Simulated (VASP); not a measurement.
# ZrC (P6/mmm) in VASP: a series of runs

Runs on ZrC. Level: PBE. Tasks: single point.

All numbers are computed with VASP 6.6.1; they aren't measurements. Logs are shortened: lines on timing, memory, paths and dates and some standing lists are left out, and cuts for length are marked.

**1. The cell of the first run**

Symmetry: P6/mmm, No. 191, hexagonal system. The conventional cell has a = 3.061 Å, b = 3.061 Å, c = 4.480 Å, α = 90.00°, β = 90.00°, γ = 120.00°. Within 3.0 Å of Zr (site symmetry 6/mmm) lie 2 C at 2.24 Å. Within 3.0 Å of C (site symmetry 6/mmm) lie 2 Zr at 2.24 Å.

**2. Single point, PBE**

INCAR

```
SYSTEM = ZrC
PREC = Accurate
ENCUT = 600
EDIFF = 1E-6
ISMEAR = 0
SIGMA = 0.2
LREAL = .False.
LASPH = .True.
NELM = 120
ALGO = Normal
ISIF = 2
LWAVE = .False.
LCHARG = .False.
GGA = PE
NBANDS = 15
GGA_COMPAT = .False.
```

KPOINTS

```
Automatic mesh
0
Gamma
  7 7 5
  0 0 0
```

POSCAR

```
ZrC
1.0
    3.0610554635      0.0000000027      0.0000000000
   -1.5305277341      2.6509517924      0.0000000000
    0.0000000000      0.0000000000      4.4796563496
Zr C
1 1
Direct
    0.0000000000      0.0000000000      0.0000000000
    0.0000000000      0.0000000000      0.5000000000
```

Potentials or basis: VASP PAW PBE potentials, release 64 (Zr_sv, C).

On the command line:

```
cat potpaw_PBE.64/Zr_sv/POTCAR potpaw_PBE.64/C/POTCAR > POTCAR
mpirun -np 1 vasp_std > vasp.out
```

OUTCAR:

```text
SYSTEM = ZrC
   PREC = Accurate
   ENCUT = 600
   EDIFF = 1E-6
   ISMEAR = 0
   LREAL = .False.
   LASPH = .True.
   NELM = 120
   ISIF = 2
   GGA = PE

 ion  position               nearest neighbor table
   1  0.000  0.000  0.000-   2 2.24   2 2.24
   2  0.000  0.000  0.500-   1 2.24   1 2.24

  LATTYP: Found a hexagonal cell.
 ALAT       =     3.0610554635
 C/A-ratio  =     1.4634352115

  Lattice vectors:

 A1 = (   3.0610554635,   0.0000000027,   0.0000000000)
 A2 = (  -1.5305277341,   2.6509517924,   0.0000000000)
 A3 = (   0.0000000000,   0.0000000000,   4.4796563496)

Analysis of symmetry for initial positions (statically):
=====================================================================
 Subroutine PRICEL returns:
 Original cell was already a primitive cell.

 Routine SETGRP: Setting up the symmetry group for a
 hexagonal supercell.

 Subroutine GETGRP returns: Found 24 space group operations
 (whereof 24 operations were pure point group operations)
 out of a pool of 24 trial point group operations.

The static configuration has the point symmetry D_6h.

Analysis of symmetry for dynamics (positions and initial velocities):
=====================================================================
 Subroutine PRICEL returns:
 Original cell was already a primitive cell.

 Routine SETGRP: Setting up the symmetry group for a
 hexagonal supercell.

 Subroutine GETGRP returns: Found 24 space group operations
 (whereof 24 operations were pure point group operations)
 out of a pool of 24 trial point group operations.

The dynamic configuration has the point symmetry D_6h.

 Subroutine INISYM returns: Found 24 space group operations
 (whereof 24 operations are pure point group operations),
 and found     1 'primitive' translations

----------------------------------------------------------------------------------------

                                     Primitive cell

  volume of cell :      36.3511

  direct lattice vectors                    reciprocal lattice vectors
     3.061055463  0.000000003  0.000000000     0.326684704  0.188611502  0.000000000
    -1.530527734  2.650951792  0.000000000    -0.000000000  0.377223004  0.000000000
     0.000000000  0.000000000  4.479656350     0.000000000  0.000000000  0.223231409

  length of vectors
     3.061055463  3.061055463  4.479656350     0.377223004  0.377223004  0.223231409

  position of ions in fractional coordinates (direct lattice)
     0.000000000  0.000000000  0.000000000
     0.000000000  0.000000000  0.500000000
[... 86 lines left out ...]
   PSTRESS=    0.0 pullay stress
   NELECT =      16.0000    total number of electrons
   NUPDOWN=      -1.0000    fix difference up-down
   EMIN   =  10.00;   EMAX   =-10.00  energy-range for DOS
   EFERMI =   0.00;   METHOD = LEGACY
   ISMEAR =     0;   SIGMA  =   0.20  broadening in eV -4-tet -1-fermi 0-gaus
   EFERMI_NEDOS =   21; number of points for ismear=-14 and -15
   IALGO  =     38    algorithm
   IMIX   =      4    mixing-type and parameters
     AMIX     =   0.40;   BMIX     =  1.00
     AMIX_MAG =   1.60;   BMIX_MAG =  1.00
  volume/ion in A,a.u.               =      18.18       122.65
  Fermi-wavevector in a.u.,A,eV,Ry     =   1.245305  2.353284 21.099690  1.550783
  Thomas-Fermi vector in A             =   2.379533
   LORBIT       =      0    0 simple, 1 ext, 2 COOP (PROOUT), +10 PAW based schemes
   GGA     = PE    functional components
   LHFCALC =     F    Hartree Fock is set to
   AEXX    =    0.0000 exact exchange contribution
   IVDW    =     0    specifies the selected vdW correction
   LEPSILON=     F    determine dielectric tensor
   LRPA    =     F    only Hartree local field effects (RPA)
 non-spin polarized calculation
 Gauss-broadening in eV      SIGMA  =   0.20
  energy-cutoff  :      600.00
  volume of cell :       36.35
 maximum number of plane-waves:      1226
   NGX = 13   NGY = 13   NGZ = 17

 number of electron      16.0000001 magnetization

 Free energy of the ion-electron system (eV)
  ---------------------------------------------------
  ext. energy  EPLUGINS =         0.00000000
  ---------------------------------------------------
  free energy    TOTEN  =       -13.81072414 eV

  energy without entropy =      -13.77704783  energy(sigma->0) =      -13.79388599

 E-fermi :   5.9090     XC(G=0): -10.4685

 val. band max:        5.8754865115   @ k =   0.1429   0.1429   0.2000
 cond. band min:       5.9820364656   @ k =   0.1429   0.1429   0.4000
 fundamental gap:      0.1065499541
 Fermi energy:         5.9090159926

 k-point     1 :       0.0000    0.0000    0.0000
  band No.  band energies     occupation
      1     -42.5787      2.00000
      2     -20.5612      2.00000
      3     -20.1288      2.00000
      4     -20.1288      2.00000
      5      -4.5757      2.00000
      6       2.7492      2.00000
      7       5.1120      2.00000
      8       7.3134      0.00000
      9       7.3134      0.00000
     10       8.3551      0.00000
     11       8.3551      0.00000
     12      10.2513      0.00000
     13      10.2513      0.00000
     14      12.9793      0.00000
[... 401 lines left out ...]
      2     -21.0155      2.00000
      3     -20.7336      2.00000
      4     -20.3948      2.00000
      5      -1.6182      2.00000
      6       3.0769      2.00000
      7       3.6878      2.00000
      8       4.2116      2.00000
      9       5.8687      1.22453
     10       6.7043      0.00000
     11       9.6161      0.00000
     12      10.3332      0.00000
     13      13.6950      0.00000
     14      14.6449      0.00000
     15      17.4168      0.00000

------------------------ aborting loop because EDIFF is reached ----------------------------------------

  FORCE on cell =-STRESS in cart. coord.  units (eV):
  Direction    XX          YY          ZZ          XY          YZ          ZX
  --------------------------------------------------------------------------------------
  -------------------------------------------------------------------------------------
  Total        0.0031335      0.0031335      0.0236757     -0.0000000      0.0000000      0.0000000
  in kB        0.1381110      0.1381110      1.0435082     -0.0000000      0.0000000      0.0000000
  external PRESSURE =       0.4399100 kB  Pullay stress =       0.0000000 kB

 VOLUME and BASIS-vectors are now :
 -----------------------------------------------------------------------------
  energy-cutoff  :      600.00
  volume of cell :       36.35
      direct lattice vectors                 reciprocal lattice vectors
     3.061055463  0.000000003  0.000000000     0.326684704  0.188611502  0.000000000
    -1.530527734  2.650951792  0.000000000    -0.000000000  0.377223004  0.000000000
     0.000000000  0.000000000  4.479656350     0.000000000  0.000000000  0.223231409

 POSITION                                       TOTAL-FORCE (eV/Angst)
 -----------------------------------------------------------------------------------
      0.00000      0.00000      0.00000        -0.000000      0.000000      0.000000
      0.00000      0.00000      2.23983         0.000000      0.000000      0.000000
 -----------------------------------------------------------------------------------
    total drift:                               -0.000000      0.000000      0.000000

  FREE ENERGIE OF THE ION-ELECTRON SYSTEM (eV)
  ---------------------------------------------------
  free  energy   TOTEN  =       -13.8107241427 eV

  energy  without entropy=      -13.7770478344  energy(sigma->0) =      -13.79388599
```

Wall time 22 s (1 thread of Intel Xeon 8259CL, shared host); peak memory 0.16 GiB.

What came out:

```
Free energy            : -13.8107 eV
Pressure               : 0.0 GPa
Band gap on the k mesh : zero (band 8 reaches 7.34 eV, above the bottom of band 9 at 5.43 eV)
```

**3. Single point, PBE**

This run uses another cell than the first one, of 18.11 Å³/atom, 0.997 times its volume.

INCAR

```
SYSTEM = ZrC
PREC     = Accurate       ! precision mode
ENCUT    = 600            ! plane-wave cutoff, eV
EDIFF    = 1E-6           ! SCF threshold, eV
ISMEAR   = 0              ! smearing method
SIGMA    = 0.2            ! smearing width, eV
LREAL    = .False.        ! projectors in reciprocal space
LASPH    = .True.         ! aspherical terms in the spheres
NELM     = 120            ! most SCF steps
ALGO     = Normal         ! electronic algorithm
ISIF     = 2              ! what is computed and relaxed
LWAVE    = .False.        ! write WAVECAR
LCHARG   = .False.        ! write CHGCAR
GGA      = PE             ! functional
NBANDS   = 15             ! bands
GGA_COMPAT= .False.
```

KPOINTS is that of step 2.

POSCAR

```
ZrC
1.0
    3.0577697626     -0.0000000028      0.0000000000
   -1.5288848789      2.6481062948      0.0000000000
    0.0000000000      0.0000000000      4.4741442762
Zr C
1 1
Direct
    0.0000000000      0.0000000000      0.5000000000
    0.0000000000      0.0000000000      0.0000000000
```

Potentials or basis: VASP PAW PBE potentials, release 64 (Zr_sv, C).

On the command line:

```
cat potpaw_PBE.64/Zr_sv/POTCAR potpaw_PBE.64/C/POTCAR > POTCAR
mpirun -np 1 vasp_std > vasp.out
```

It took 22 s on 1 thread of Intel Xeon 8259CL, shared host; peak memory 0.16 GiB.

It converged, with:

```yaml
Free_energy: -13.8105 eV
Pressure: 0.4 GPa
Band_gap_on_the_k_mesh: zero (band 8 reaches 7.37 eV, above the bottom of band 9 at 5.46 eV)
```

Stress tensor (GPa, compression positive):
```
0.20 0.00 0.00
0.00 0.20 0.00
0.00 0.00 0.79
```

Levels at points of the mesh, in eV from the Fermi level:
| k point | band 4 | band 5 | band 6 | band 7 | band 8 | band 9 | band 10 | band 11 | band 12 | band 13 |
| --- | --- | --- | --- | --- | --- | --- | --- | --- | --- | --- |
| (0.00, 0.00, 0.00) | -26.02 | -10.50 | -3.16 | -0.79 | 1.41 | 1.41 | 2.45 | 2.45 | 4.36 | 4.36 |
